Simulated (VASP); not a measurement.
# Al3Cu (P4/mmm) in VASP: further runs, part 2 of 2

VASP 6.6.1. The steps go on from the part before.

## 3. Single point, PBEsol (strain +0.0875 x Voigt [1, 0, 0, 0, 0, 0])

File INCAR:

```
SYSTEM = Al3Cu
  ALGO = Fast
  EDIFF = 1E-6
  ENCUT = 520
  GGA = PS
  ISIF = 2
  ISMEAR = 0
  LASPH = .TRUE.
  LCHARG = .TRUE.
  LELF = .TRUE.
  LREAL = .FALSE.
  LVHAR = .TRUE.
  LWAVE = .FALSE.
  NBANDS = 18
  NELM = 80
  PREC = Accurate
  SIGMA = 0.15
```

File KPOINTS:

```
k-points
0
G
  12 12 12
  0 0 0
```

File POSCAR:

```
Al3Cu
1.0
    4.2329347336      0.0000000000      0.0000000000
    0.0000000000      3.8923537780      0.0000000000
    0.0000000000      0.0000000000      3.8923537780
Al Cu
3 1
Direct
    0.0000000000      0.5000000000      0.5000000000
    0.5000000000      0.0000000000      0.5000000000
    0.5000000000      0.5000000000      0.0000000000
    0.0000000000      0.0000000000      0.0000000000
```

Potentials or basis: VASP PAW PBE potentials, release 64 (Al, Cu).

Started as:

```bash
> cat potpaw_PBE.64/Al/POTCAR potpaw_PBE.64/Cu/POTCAR > POTCAR
> mpirun -np 1 vasp_std > vasp.out
```

OUTCAR:

```text
SYSTEM = Al3Cu
   EDIFF = 1E-6
   ENCUT = 520
   GGA = PS
   ISIF = 2
   ISMEAR = 0
   LASPH = .TRUE.
   LREAL = .FALSE.
   NELM = 80
   PREC = Accurate

 ion  position               nearest neighbor table
   1  0.000  0.500  0.500-   4 2.75   4 2.75   4 2.75   4 2.75   3 2.88   2 2.88   2 2.88   3 2.88
                             2 2.88   3 2.88   3 2.88   2 2.88
   2  0.500  0.000  0.500-   3 2.75   3 2.75   3 2.75   3 2.75   4 2.88   1 2.88   4 2.88   1 2.88
                             1 2.88   4 2.88   4 2.88   1 2.88
   3  0.500  0.500  0.000-   2 2.75   2 2.75   2 2.75   2 2.75   1 2.88   4 2.88   4 2.88   1 2.88
                             1 2.88   4 2.88   1 2.88   4 2.88
   4  0.000  0.000  0.000-   1 2.75   1 2.75   1 2.75   1 2.75   2 2.88   3 2.88   3 2.88   2 2.88
                             2 2.88   3 2.88   2 2.88   3 2.88

  LATTYP: Found a simple tetragonal cell.
 ALAT       =     3.8923537780
 C/A-ratio  =     1.0875000000

  Lattice vectors:

 A1 = (   0.0000000000,   3.8923537780,   0.0000000000)
 A2 = (   0.0000000000,   0.0000000000,   3.8923537780)
 A3 = (   4.2329347336,   0.0000000000,   0.0000000000)

Analysis of symmetry for initial positions (statically):
=====================================================================
 Subroutine PRICEL returns:
 Original cell was already a primitive cell.

 Routine SETGRP: Setting up the symmetry group for a
 simple tetragonal supercell.

 Subroutine GETGRP returns: Found 16 space group operations
 (whereof 16 operations were pure point group operations)
 out of a pool of 16 trial point group operations.

The static configuration has the point symmetry D_4h.

Analysis of symmetry for dynamics (positions and initial velocities):
=====================================================================
 Subroutine PRICEL returns:
 Original cell was already a primitive cell.

 Routine SETGRP: Setting up the symmetry group for a
 simple tetragonal supercell.

 Subroutine GETGRP returns: Found 16 space group operations
 (whereof 16 operations were pure point group operations)
 out of a pool of 16 trial point group operations.

The dynamic configuration has the point symmetry D_4h.

 Subroutine INISYM returns: Found 16 space group operations
 (whereof 16 operations are pure point group operations),
 and found     1 'primitive' translations

----------------------------------------------------------------------------------------

                                     Primitive cell

  volume of cell :      64.1307

  direct lattice vectors                    reciprocal lattice vectors
     4.232934734  0.000000000  0.000000000     0.236242716  0.000000000  0.000000000
     0.000000000  3.892353778  0.000000000     0.000000000  0.256913954  0.000000000
     0.000000000  0.000000000  3.892353778     0.000000000  0.000000000  0.256913954

  length of vectors
     4.232934734  3.892353778  3.892353778     0.236242716  0.256913954  0.256913954

  position of ions in fractional coordinates (direct lattice)
     0.000000000  0.500000000  0.500000000
     0.500000000  0.000000000  0.500000000
     0.500000000  0.500000000  0.000000000
     0.000000000  0.000000000  0.000000000

  ion indices of the primitive-cell ions
[... 23 lines left out ...]

  Shift w.r.t. Gamma in fractional coordinates (k-lattice)
     0.000000000  0.000000000  0.000000000

 Subroutine IBZKPT returns following result:
 ===========================================

 Found    196 irreducible k-points:

 Following reciprocal coordinates:
            Coordinates               Weight
  0.000000  0.000000  0.000000      1.000000
  0.083333  0.000000  0.000000      2.000000
  0.166667  0.000000  0.000000      2.000000
  0.250000  0.000000  0.000000      2.000000
  0.333333  0.000000  0.000000      2.000000
  0.416667  0.000000  0.000000      2.000000
[... 16 lines left out ...]
  0.083333  0.250000  0.000000      8.000000
  0.166667  0.250000  0.000000      8.000000
 [... further k-points ...]
   k-points           NKPTS =    196   k-points in BZ     NKDIM =    196   number of bands    NBANDS=     18
   number of dos      NEDOS =    301   number of ions     NIONS =      4
   total plane-waves  NPLWV =  28800
   dimension x,y,z NGX =    32 NGY =   30 NGZ =   30
   dimension x,y,z NGXF=    64 NGYF=   60 NGZF=   60
   ions per type =               3   1
   NGX,Y,Z   is equivalent  to a cutoff of  12.57, 12.81, 12.81 a.u.
   NGXF,Y,Z  is equivalent  to a cutoff of  25.14, 25.63, 25.63 a.u.
 SYSTEM =  Al3Cu
   PREC   = accura    normal or accurate (medium, high low for compatibility)
   ISTART =      0    job   : 0-new  1-cont  2-samecut
   ICHARG =      2    charge: 1-file 2-atom 10-const
   ISPIN  =      1    spin polarized calculation?
   LNONCOLLINEAR =      F non collinear calculations
   LSORBIT =      F    spin-orbit coupling
   LASPH  =      T    aspherical Exc in radial PAW
   ENCUT  =  520.0 eV  38.22 Ry    6.18 a.u.   7.87  7.24  7.24*2*pi/ulx,y,z
   NELM   =     80;   NELMIN=  2; NELMDL= -5     # of ELM steps
   EDIFF  = 0.1E-05   stopping-criterion for ELM
   LREAL  =      F    real-space projection
   EDIFFG = 0.1E-04   stopping-criterion for IOM
   NSW    =      0    number of steps for IOM
   IBRION =     -1    ionic relax: 0-MD 1-quasi-New 2-CG
   NFREE  =      0    steps in history (QN), initial steepest desc. (CG)
   ISIF   =      2    stress and relaxation
   ISYM   =      2    0-nonsym 1-usesym 2-fastsym
   POTIM  = 0.5000    time-step for ionic-motion
   TEBEG  =    0.0;   TEEND  =   0.0 temperature during run
   PSTRESS=    0.0 pullay stress
   NELECT =      20.0000    total number of electrons
   NUPDOWN=      -1.0000    fix difference up-down
   EMIN   =  10.00;   EMAX   =-10.00  energy-range for DOS
   EFERMI =   0.00;   METHOD = LEGACY
   ISMEAR =     0;   SIGMA  =   0.15  broadening in eV -4-tet -1-fermi 0-gaus
   EFERMI_NEDOS =   21; number of points for ismear=-14 and -15
   IALGO  =     68    algorithm
   IMIX   =      4    mixing-type and parameters
     AMIX     =   0.40;   BMIX     =  1.00
     AMIX_MAG =   1.60;   BMIX_MAG =  1.00
  volume/ion in A,a.u.               =      16.03       108.19
  Fermi-wavevector in a.u.,A,eV,Ry     =   1.110187  2.097949 16.769384  1.232515
  Thomas-Fermi vector in A             =   2.246735
   LORBIT       =      0    0 simple, 1 ext, 2 COOP (PROOUT), +10 PAW based schemes
   GGA     = PS    functional components
   LHFCALC =     F    Hartree Fock is set to
   AEXX    =    0.0000 exact exchange contribution
   IVDW    =     0    specifies the selected vdW correction
   LEPSILON=     F    determine dielectric tensor
   LRPA    =     F    only Hartree local field effects (RPA)
 non-spin polarized calculation
 RMM-DIIS sequential band-by-band and
 Gauss-broadening in eV      SIGMA  =   0.15
  energy-cutoff  :      520.00
  volume of cell :       64.13
 maximum number of plane-waves:      1752
 NGX is ok and might be reduce to    32
   NGX = 15   NGY = 15   NGZ = 15

 number of electron      20.0000011 magnetization

 Free energy of the ion-electron system (eV)
  ---------------------------------------------------
  ext. energy  EPLUGINS =         0.00000000
  ---------------------------------------------------
  free energy    TOTEN  =       -16.52490586 eV

  energy without entropy =      -16.50485578  energy(sigma->0) =      -16.51488082

 E-fermi :   7.4412     XC(G=0): -10.5886

 val. band max:        7.4266480136   @ k =   0.5000   0.3333   0.1667
 cond. band min:       7.4419346493   @ k =   0.4167   0.4167   0.2500
 fundamental gap:      0.0152866357
 Fermi energy:         7.4411652487

 k-point     1 :       0.0000    0.0000    0.0000
  band No.  band energies     occupation
      1      -3.1828      2.00000
      2       3.3341      2.00000
      3       3.5923      2.00000
      4       4.1548      2.00000
      5       4.1819      2.00000
      6       4.1819      2.00000
[... 481 lines left out ...]
      5       3.9696      2.00000
      6       4.1429      2.00000
[... 10 lines left out ...]
     17      13.5057      0.00000
     18      13.6212      0.00000

 [... further k-points ...]
[... 5 lines left out ...]
  --------------------------------------------------------------------------------------
  -------------------------------------------------------------------------------------
  Total       -4.1242745     -1.5990669     -1.5990669     -0.0000000      0.0000000      0.0000000
  in kB     -103.0367044    -39.9494701    -39.9494701     -0.0000000      0.0000000      0.0000000
  external PRESSURE =     -60.9785482 kB  Pullay stress =       0.0000000 kB

 VOLUME and BASIS-vectors are now :
 -----------------------------------------------------------------------------
  energy-cutoff  :      520.00
  volume of cell :       64.13
      direct lattice vectors                 reciprocal lattice vectors
     4.232934734  0.000000000  0.000000000     0.236242716  0.000000000  0.000000000
     0.000000000  3.892353778  0.000000000     0.000000000  0.256913954  0.000000000
     0.000000000  0.000000000  3.892353778     0.000000000  0.000000000  0.256913954

 POSITION                                       TOTAL-FORCE (eV/Angst)
 -----------------------------------------------------------------------------------
      0.00000      1.94618      1.94618         0.000000      0.000000      0.000000
      2.11647      0.00000      1.94618         0.000000      0.000000      0.000000
      2.11647      1.94618      0.00000         0.000000      0.000000      0.000000
      0.00000      0.00000      0.00000         0.000000      0.000000      0.000000
 -----------------------------------------------------------------------------------
    total drift:                               -0.000000      0.000000      0.000000

  FREE ENERGIE OF THE ION-ELECTRON SYSTEM (eV)
  ---------------------------------------------------
  free  energy   TOTEN  =       -16.5249058584 eV

  energy  without entropy=      -16.5048557788  energy(sigma->0) =      -16.51488082
```

stdout:

```text
POSCAR found type information on POSCAR AlCu
 POSCAR found :  2 types and       4 ions
 scaLAPACK will be used
 -----------------------------------------------------------------------------
|                                                                             |
|                                                                             |
|     You enforced a specific xc type in the INCAR file but a different       |
|     I HOPE YOU KNOW WHAT YOU ARE DOING!                                     |
|                                                                             |
 -----------------------------------------------------------------------------

 LDA part: xc-table for (Slater+PW92), standard interpolation
 POSCAR, INCAR and KPOINTS ok, starting setup
 FFT: planning ... GRIDC
 FFT: planning ... GRID_SOFT
 FFT: planning ... GRID
 WAVECAR not read
 entering main loop
```

It took 5.5 min on 1 thread of Intel Xeon 8259CL, shared host; peak memory 0.33 GiB.

Results:

| Property | Result |
| --- | --- |
| Free energy | -16.5249 eV |
| Pressure | -6.1 GPa |
| Band gap on the k mesh | zero (bands 10 and 11 overlap by 3.60 eV) |

Stress tensor (GPa, compression positive):
```
-10.30   0.00   0.00
  0.00  -3.99   0.00
  0.00   0.00  -3.99
```

Caveat: the cell differs from its parent crystal (strain +0.0875 x Voigt [1, 0, 0, 0, 0, 0]); the cell stands under tension; the PAW data sets were made with another functional, which shifts forces and pressure a little.

## 4. Single point, PBEsol (strain +0.1000 x Voigt [1, 0, 0, 0, 0, 0])

File INCAR:

```
  PREC = Accurate
  ENCUT = 520
  EDIFF = 1E-7
  ISMEAR = 0
  SIGMA = 0.15
  LREAL = False
  LASPH = True
  NELM = 80
  ALGO = Fast
  ISIF = 2
  LWAVE = False
  LCHARG = True
  GGA = PS
  LELF = True
  LVHAR = True
  NBANDS = 18
```

File KPOINTS:

```
Automatic mesh
0
Gamma
  12 12 12
```

POSCAR, as its differences from that of step 3:

```diff
@@ -2,3 +2,3 @@
 1.0
-    4.2329347336      0.0000000000      0.0000000000
+    4.2815891558      0.0000000000      0.0000000000
     0.0000000000      3.8923537780      0.0000000000
```

Started as:

```bash
> cat potpaw_PBE.64/Al/POTCAR potpaw_PBE.64/Cu/POTCAR > POTCAR
> mpirun -np 1 vasp_std > vasp.out
```

Wall time 6.2 min (1 thread of Intel Xeon 8259CL, shared host); peak memory 0.33 GiB.

It converged, with:

```yaml
Free_energy: -16.4750 eV
Pressure: -6.9 GPa
Band_gap_on_the_k_mesh: zero (bands 10 and 11 overlap by 3.64 eV)
```

Stress tensor (GPa, compression positive):
```
-11.18   0.00   0.00
  0.00  -4.77   0.00
  0.00   0.00  -4.77
```

Levels at points of the mesh, in eV from the Fermi level:
| k point | band 6 | band 7 | band 8 | band 9 | band 10 | band 11 | band 12 | band 13 | band 14 | band 15 |
| --- | --- | --- | --- | --- | --- | --- | --- | --- | --- | --- |
| (0.00, 0.00, 0.00) | -3.21 | -2.99 | -1.66 | -1.66 | -1.01 | 0.50 | 0.95 | 5.70 | 5.70 | 5.94 |
| (0.50, 0.00, 0.00) | -3.23 | -3.14 | 0.45 | 0.45 | 0.71 | 0.71 | 1.23 | 1.94 | 2.82 | 3.35 |
| (0.00, 0.50, 0.00) | -3.17 | -3.00 | -0.29 | -0.13 | 0.09 | 0.95 | 0.98 | 1.41 | 2.09 | 3.42 |
| (0.50, 0.50, 0.00) | -3.33 | -3.11 | -2.97 | -2.76 | 1.76 | 2.95 | 3.39 | 3.81 | 4.02 | 4.04 |
| (0.00, 0.50, 0.50) | -3.48 | -3.01 | -2.90 | -2.81 | 0.89 | 2.45 | 2.45 | 2.63 | 2.63 | 2.72 |
| (0.50, 0.50, 0.50) | -3.50 | -3.50 | -3.08 | -3.01 | -2.13 | -1.89 | -1.89 | -1.68 | 10.14 | 10.73 |

Caveat: the cell differs from its parent crystal (strain +0.1000 x Voigt [1, 0, 0, 0, 0, 0]); the cell stands under tension; the PAW data sets were made with another functional, which shifts forces and pressure a little.

## 5. The runs side by side

| cell | further INCAR settings | gap on the mesh (eV) | pressure (GPa) |
| --- | --- | --- | --- |
| a = 4.184, b = 3.892, c = 3.892 Å, 4 atoms | ALGO = Fast; EDIFF = 1e-06; NBANDS = 18 | none | -5.6 |
| a = 4.233, b = 3.892, c = 3.892 Å, 4 atoms | ALGO = Fast; EDIFF = 1e-06; NBANDS = 18 | none | -6.1 |
| a = 4.282, b = 3.892, c = 3.892 Å, 4 atoms | ALGO = Fast; EDIFF = 1e-07; NBANDS = 18 | none | -6.9 |

Alike in all rows: task single point; level PBEsol; potentials or basis VASP PAW PBE potentials, release 64 (Al, Cu); no spin polarisation; k mesh 12 × 12 × 12; cutoff (eV) 520; smearing gaussian 0.15 eV.

Caveats: the cell stands under tension; the PAW data sets were made with another functional, which shifts forces and pressure a little.

Absolute energies hang on the potentials; compare differences alone.
